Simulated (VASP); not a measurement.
# CsH (rocksalt type) (Fm-3m) in VASP: further runs

Runs on CsH (rocksalt type). Level: LDA. Tasks: single point.

Everything below comes from runs of VASP 6.6.1. Logs are shortened: lines on timing, memory, paths and dates and some standing lists are left out, and cuts for length are marked.

## 1. The cell of the first run

The structure is cubic, space group Fm-3m (No. 225). The conventional cell has a = 5.084 Å, b = 5.084 Å, c = 5.084 Å, α = 90.00°, β = 90.00°, γ = 90.00°. Cs (site symmetry m-3m) has 6 H at 2.54 Å within 3.4 Å. Within 3.4 Å of H (site symmetry m-3m) lie 6 Cs at 2.54 Å.

## 2. Single point, LDA (volume scaled by 0.58)

INCAR

```
SYSTEM = CsH
PREC = Accurate
ENCUT = 520
EDIFF = 1E-7
ISMEAR = -1
SIGMA = 0.05
LREAL = .FALSE.
LASPH = .TRUE.
NELM = 80
ALGO = Normal
ISIF = 2
LWAVE = .FALSE.
LCHARG = .FALSE.
GGA = CA
NBANDS = 12
```

KPOINTS

```
Automatic mesh
0
G
  12 12 12
  0 0 0
```

POSCAR

```
CsH
1.0
    0.0000000000      2.5418456448      2.5418456448
    2.5418456448      0.0000000000      2.5418456448
    2.5418456448      2.5418456448      0.0000000000
Cs H
1 1
Direct
    0.0000000000      0.0000000000      0.0000000000
    0.5000000000      0.5000000000      0.5000000000
```

Potentials or basis: VASP PAW LDA potentials, release 64 (Cs_sv, H).

Started as:

```console
$ cat potpaw_LDA.64/Cs_sv/POTCAR potpaw_LDA.64/H/POTCAR > POTCAR
$ mpirun -np 1 vasp_std > vasp.out
```

OUTCAR:

```text
SYSTEM = CsH
   PREC = Accurate
   ENCUT = 520
   EDIFF = 1E-7
   ISMEAR = -1
   LREAL = .FALSE.
   LASPH = .TRUE.
   NELM = 80
   ISIF = 2
   GGA = CA

 ion  position               nearest neighbor table
   1  0.000  0.000  0.000-
   2  0.500  0.500  0.500-

  LATTYP: Found a face centered cubic cell.
 ALAT       =     5.0836912896

  Lattice vectors:

 A1 = (   0.0000000000,   2.5418456448,   2.5418456448)
 A2 = (   2.5418456448,   0.0000000000,   2.5418456448)
 A3 = (   2.5418456448,   2.5418456448,   0.0000000000)

Analysis of symmetry for initial positions (statically):
=====================================================================
 Subroutine PRICEL returns:
 Original cell was already a primitive cell.

 Routine SETGRP: Setting up the symmetry group for a
 face centered cubic supercell.

 Subroutine GETGRP returns: Found 48 space group operations
 (whereof 48 operations were pure point group operations)
 out of a pool of 48 trial point group operations.

The static configuration has the point symmetry O_h .

Analysis of symmetry for dynamics (positions and initial velocities):
=====================================================================
 Subroutine PRICEL returns:
 Original cell was already a primitive cell.

 Routine SETGRP: Setting up the symmetry group for a
 face centered cubic supercell.

 Subroutine GETGRP returns: Found 48 space group operations
 (whereof 48 operations were pure point group operations)
 out of a pool of 48 trial point group operations.

The dynamic configuration has the point symmetry O_h .

 Subroutine INISYM returns: Found 48 space group operations
 (whereof 48 operations are pure point group operations),
 and found     1 'primitive' translations

----------------------------------------------------------------------------------------

                                     Primitive cell

  volume of cell :      32.8456

  direct lattice vectors                    reciprocal lattice vectors
     0.000000000  2.541845645  2.541845645    -0.196707460  0.196707460  0.196707460
     2.541845645  0.000000000  2.541845645     0.196707460 -0.196707460  0.196707460
     2.541845645  2.541845645  0.000000000     0.196707460  0.196707460 -0.196707460

  length of vectors
     3.594712584  3.594712584  3.594712584     0.340707315  0.340707315  0.340707315

  position of ions in fractional coordinates (direct lattice)
     0.000000000  0.000000000  0.000000000
     0.500000000  0.500000000  0.500000000

  ion indices of the primitive-cell ions
   primitive index   ion index
                 1           1
                 2           2

----------------------------------------------------------------------------------------

 KPOINTS: Automatic mesh

Automatic generation of k-mesh.
 Grid dimensions read from file:
 generate k-points for:   12   12   12

 Generating k-lattice:

  Cartesian coordinates                     Fractional coordinates (reciprocal lattice)
    -0.016392288  0.016392288  0.016392288     0.083333333  0.000000000  0.000000000
     0.016392288 -0.016392288  0.016392288     0.000000000  0.083333333  0.000000000
     0.016392288  0.016392288 -0.016392288     0.000000000  0.000000000  0.083333333

  Length of vectors
     0.028392276  0.028392276  0.028392276

  Shift w.r.t. Gamma in fractional coordinates (k-lattice)
     0.000000000  0.000000000  0.000000000

 Subroutine IBZKPT returns following result:
 ===========================================

 Found     72 irreducible k-points:

 Following reciprocal coordinates:
            Coordinates               Weight
  0.000000  0.000000  0.000000      1.000000
  0.083333  0.000000  0.000000      8.000000
  0.166667  0.000000  0.000000      8.000000
  0.250000  0.000000  0.000000      8.000000
  0.333333  0.000000  0.000000      8.000000
  0.416667  0.000000  0.000000      8.000000
[... 16 lines left out ...]
  0.500000  0.166667  0.000000     24.000000
 -0.416667  0.166667  0.000000     24.000000
 [... further k-points ...]
   k-points           NKPTS =     72   k-points in BZ     NKDIM =     72   number of bands    NBANDS=     12
   number of dos      NEDOS =    301   number of ions     NIONS =      2
   total plane-waves  NPLWV =  21952
   dimension x,y,z NGX =    28 NGY =   28 NGZ =   28
   dimension x,y,z NGXF=    56 NGYF=   56 NGZF=   56
   ions per type =               1   1
   NGX,Y,Z   is equivalent  to a cutoff of  12.95, 12.95, 12.95 a.u.
   NGXF,Y,Z  is equivalent  to a cutoff of  25.90, 25.90, 25.90 a.u.
 SYSTEM =  CsH
   PREC   = accura    normal or accurate (medium, high low for compatibility)
   ISTART =      0    job   : 0-new  1-cont  2-samecut
   ICHARG =      2    charge: 1-file 2-atom 10-const
   ISPIN  =      1    spin polarized calculation?
   LNONCOLLINEAR =      F non collinear calculations
   LSORBIT =      F    spin-orbit coupling
   LASPH  =      T    aspherical Exc in radial PAW
   ENCUT  =  520.0 eV  38.22 Ry    6.18 a.u.   6.68  6.68  6.68*2*pi/ulx,y,z
   NELM   =     80;   NELMIN=  2; NELMDL= -5     # of ELM steps
   EDIFF  = 0.1E-06   stopping-criterion for ELM
   LREAL  =      F    real-space projection
   EDIFFG = 0.1E-05   stopping-criterion for IOM
   NSW    =      0    number of steps for IOM
   IBRION =     -1    ionic relax: 0-MD 1-quasi-New 2-CG
   NFREE  =      0    steps in history (QN), initial steepest desc. (CG)
   ISIF   =      2    stress and relaxation
   ISYM   =      2    0-nonsym 1-usesym 2-fastsym
   POTIM  = 0.5000    time-step for ionic-motion
   TEBEG  =    0.0;   TEEND  =   0.0 temperature during run
   PSTRESS=    0.0 pullay stress
   NELECT =      10.0000    total number of electrons
   NUPDOWN=      -1.0000    fix difference up-down
   EMIN   =  10.00;   EMAX   =-10.00  energy-range for DOS
   EFERMI =   0.00;   METHOD = LEGACY
   ISMEAR =    -1;   SIGMA  =   0.05  broadening in eV -4-tet -1-fermi 0-gaus
   EFERMI_NEDOS =   21; number of points for ismear=-14 and -15
   IALGO  =     38    algorithm
   IMIX   =      4    mixing-type and parameters
     AMIX     =   0.40;   BMIX     =  1.00
     AMIX_MAG =   1.60;   BMIX_MAG =  1.00
  volume/ion in A,a.u.               =      16.42       110.83
  Fermi-wavevector in a.u.,A,eV,Ry     =   1.101325  2.081203 16.502747  1.212918
  Thomas-Fermi vector in A             =   2.237751
   LORBIT       =      0    0 simple, 1 ext, 2 COOP (PROOUT), +10 PAW based schemes
   GGA     = CA    functional components
   LHFCALC =     F    Hartree Fock is set to
   AEXX    =    0.0000 exact exchange contribution
   IVDW    =     0    specifies the selected vdW correction
   LEPSILON=     F    determine dielectric tensor
   LRPA    =     F    only Hartree local field effects (RPA)
 non-spin polarized calculation
  energy-cutoff  :      520.00
  volume of cell :       32.85
 maximum number of plane-waves:       903
   NGX = 13   NGY = 13   NGZ = 13

 number of electron      10.0000000 magnetization

 Free energy of the ion-electron system (eV)
  ---------------------------------------------------
  ext. energy  EPLUGINS =         0.00000000
  ---------------------------------------------------
  free energy    TOTEN  =        -4.00204178 eV

  energy without entropy =       -4.00188017  energy(sigma->0) =       -4.00196097

 E-fermi :   5.2482     XC(G=0): -10.3029

 val. band max:        5.1385244494   @ k =   0.5000   0.0000   0.0000
 cond. band min:       5.3508000716   @ k =   0.5000   0.5000   0.0000
 fundamental gap:      0.2122756221
 Fermi energy:         5.2481990140

 k-point     1 :       0.0000    0.0000    0.0000
  band No.  band energies     occupation
      1     -18.3337      2.00000
      2      -2.7435      2.00000
      3      -2.7435      2.00000
      4      -2.7435      2.00000
      5       1.9167      2.00000
      6       9.2945      0.00000
      7       9.2945      0.00000
      8       9.2945      0.00000
      9      12.8870      0.00000
     10      12.8870      0.00000
     11      13.3227      0.00000
     12      13.4095      0.00000

 k-point     2 :       0.0833    0.0000    0.0000
  band No.  band energies     occupation
      1     -18.2821      2.00000
      2      -3.2019      2.00000
      3      -2.7791      2.00000
      4      -2.7791      2.00000
      5       2.3016      2.00000
      6       8.9466      0.00000
      7       9.4283      0.00000
      8       9.4283      0.00000
      9      12.4044      0.00000
     10      12.4044      0.00000
     11      12.7778      0.00000
     12      14.0423      0.00000

 k-point     3 :       0.1667    0.0000    0.0000
  band No.  band energies     occupation
      1     -18.1360      2.00000
      2      -4.2110      2.00000
      3      -2.8736      2.00000
      4      -2.8736      2.00000
      5       3.0791      2.00000
      6       8.2539      0.00000
      7       9.6409      0.00000
      8       9.6409      0.00000
      9      11.8557      0.00000
     10      11.8557      0.00000
     11      12.0780      0.00000
     12      15.7701      0.00000
[... 286 lines left out ...]
 k-point    23 :       0.5000    0.1667    0.0000
  band No.  band energies     occupation
      1     -17.3761      2.00000
      2      -6.7285      2.00000
      3      -4.0176      2.00000
      4      -3.5037      2.00000
      5       3.6505      2.00000
      6       6.8278      0.00000
      7       9.6403      0.00000
      8       9.6637      0.00000
      9      12.7138      0.00000
     10      15.8993      0.00000
     11      16.6624      0.00000
     12      18.5915      0.00000

 k-point    24 :      -0.4167    0.1667    0.0000
  band No.  band energies     occupation
      1     -17.3573      2.00000
      2      -6.7826      2.00000
      3      -4.1700      2.00000
      4      -3.3999      2.00000
      5       3.8775      2.00000
      6       6.7181      0.00000
      7       9.4084      0.00000
      8       9.7325      0.00000
      9      13.6391      0.00000
     10      14.4639      0.00000
     11      16.3397      0.00000
     12      18.9519      0.00000

 [... further k-points ...]
[... 5 lines left out ...]
  --------------------------------------------------------------------------------------
  -------------------------------------------------------------------------------------
  Total        3.9211233      3.9211233      3.9211233      0.0000000      0.0000000     -0.0000000
  in kB      191.2685486    191.2685486    191.2685486      0.0000000      0.0000000     -0.0000000
  external PRESSURE =     191.2685486 kB  Pullay stress =       0.0000000 kB

 VOLUME and BASIS-vectors are now :
 -----------------------------------------------------------------------------
  energy-cutoff  :      520.00
  volume of cell :       32.85
      direct lattice vectors                 reciprocal lattice vectors
     0.000000000  2.541845645  2.541845645    -0.196707460  0.196707460  0.196707460
     2.541845645  0.000000000  2.541845645     0.196707460 -0.196707460  0.196707460
     2.541845645  2.541845645  0.000000000     0.196707460  0.196707460 -0.196707460

 POSITION                                       TOTAL-FORCE (eV/Angst)
 -----------------------------------------------------------------------------------
      0.00000      0.00000      0.00000        -0.000000      0.000000     -0.000000
      2.54185      2.54185      2.54185         0.000000     -0.000000      0.000000
 -----------------------------------------------------------------------------------
    total drift:                               -0.000000      0.000000      0.000000

  FREE ENERGIE OF THE ION-ELECTRON SYSTEM (eV)
  ---------------------------------------------------
  free  energy   TOTEN  =        -4.0020417805 eV

  energy  without entropy=       -4.0018801678  energy(sigma->0) =       -4.00196097
```

It took 16 s on 1 thread of AMD EPYC 9R45 (Zen 5), shared host; peak memory 0.13 GiB.

Results:

```yaml
Free_energy: -4.0020 eV
Pressure: 19.1 GPa
Band_gap_on_the_k_mesh: 0.21 eV, indirect (least direct gap 0.41 eV)
```

Levels at points of the mesh, in eV from the valence-band top:
```csv
k point,band 3,band 4,band 5,band 6,band 7,band 8
"(0.00, 0.00, 0.00)",-7.88,-7.88,-3.22,4.16,4.16,4.16
"(0.50, 0.00, 0.00)",-8.36,-8.36,0.00,0.41,3.39,3.39
"(0.50, 0.50, 0.00)",-9.35,-9.35,-4.43,0.21,9.40,10.88
```

Caveat: spin-orbit coupling is left out, which moves the levels of the heavy elements.

## 3. Single point, LDA (volume scaled by 0.58)

Changes to INCAR since step 2:

```diff
@@ -8,3 +8,3 @@
 LASPH = .TRUE.
-NELM = 80
+NELM = 60
 ALGO = Normal
@@ -13,3 +13,2 @@
 LCHARG = .FALSE.
-GGA = CA
 NBANDS = 12
```

KPOINTS

```
regular mesh
0
G
  12 12 12
  0 0 0
```

POSCAR is that of step 2.

Potentials or basis: VASP PAW LDA potentials, release 64 (Cs_sv, H).

Started as:

```console
$ cat potpaw_LDA.64/Cs_sv/POTCAR potpaw_LDA.64/H/POTCAR > POTCAR
$ mpirun -np 1 vasp_std > vasp.out
```

Run time: 16 s. Hardware: 1 thread of AMD EPYC 9R45 (Zen 5), shared host; peak memory 0.13 GiB.

It converged, with:

```yaml
Free_energy: -4.0020 eV
Pressure: 19.1 GPa
Band_gap_on_the_k_mesh: 0.21 eV, indirect (least direct gap 0.41 eV)
```

Levels at points of the mesh, in eV from the valence-band top:
| k point | band 2 | band 3 | band 4 | band 5 | band 6 | band 7 | band 8 | band 9 |
| --- | --- | --- | --- | --- | --- | --- | --- | --- |
| (0.00, 0.00, 0.00) | -7.88 | -7.88 | -7.88 | -3.22 | 4.16 | 4.16 | 4.16 | 7.75 |
| (0.50, 0.00, 0.00) | -12.26 | -8.36 | -8.36 | 0.00 | 0.41 | 3.39 | 3.39 | 9.33 |
| (0.50, 0.50, 0.00) | -11.56 | -9.35 | -9.35 | -4.43 | 0.21 | 9.40 | 10.88 | 11.25 |

Caveat: spin-orbit coupling is left out, which moves the levels of the heavy elements. A k mesh can miss the band edges.

## 4. Single point, LDA (volume scaled by 0.68)

INCAR

```
  ALGO = Normal
  EDIFF = 1E-7
  ENCUT = 520
  ISIF = 2
  ISMEAR = -1
  LASPH = True
  LCHARG = False
  LREAL = False
  LWAVE = False
  NBANDS = 12
  NELM = 100
  PREC = Accurate
  SIGMA = 0.05
```

KPOINTS

```
k-points
0
Gamma
  12 12 12
```

POSCAR

```
CsH
1.0
    0.0000000000      2.6802552000      2.6802552000
    2.6802552000      0.0000000000      2.6802552000
    2.6802552000      2.6802552000      0.0000000000
Cs H
1 1
Direct
    0.0000000000      0.0000000000      0.0000000000
    0.5000000000      0.5000000000      0.5000000000
```

Started as:

```console
$ cat potpaw_LDA.64/Cs_sv/POTCAR potpaw_LDA.64/H/POTCAR > POTCAR
$ mpirun -np 1 vasp_std > vasp.out
```

It took 15 s on 1 thread of AMD EPYC 9R45 (Zen 5), shared host; peak memory 0.13 GiB.

It converged, with:

```yaml
Free_energy: -4.5005 eV
Pressure: 9.9 GPa
Band_gap_on_the_k_mesh: 0.81 eV, direct
```

Levels at points of the mesh, in eV from the valence-band top:
| k point | band 2 | band 3 | band 4 | band 5 | band 6 | band 7 | band 8 | band 9 |
| --- | --- | --- | --- | --- | --- | --- | --- | --- |
| (0.00, 0.00, 0.00) | -7.90 | -7.90 | -7.90 | -3.04 | 4.43 | 4.43 | 4.43 | 7.50 |
| (0.50, 0.00, 0.00) | -11.06 | -8.24 | -8.24 | 0.00 | 0.81 | 3.77 | 3.77 | 8.64 |
| (0.50, 0.50, 0.00) | -10.55 | -8.94 | -8.94 | -3.48 | 1.02 | 8.03 | 10.14 | 10.32 |

Caveat: spin-orbit coupling is left out, which moves the levels of the heavy elements. A k mesh can miss the band edges.
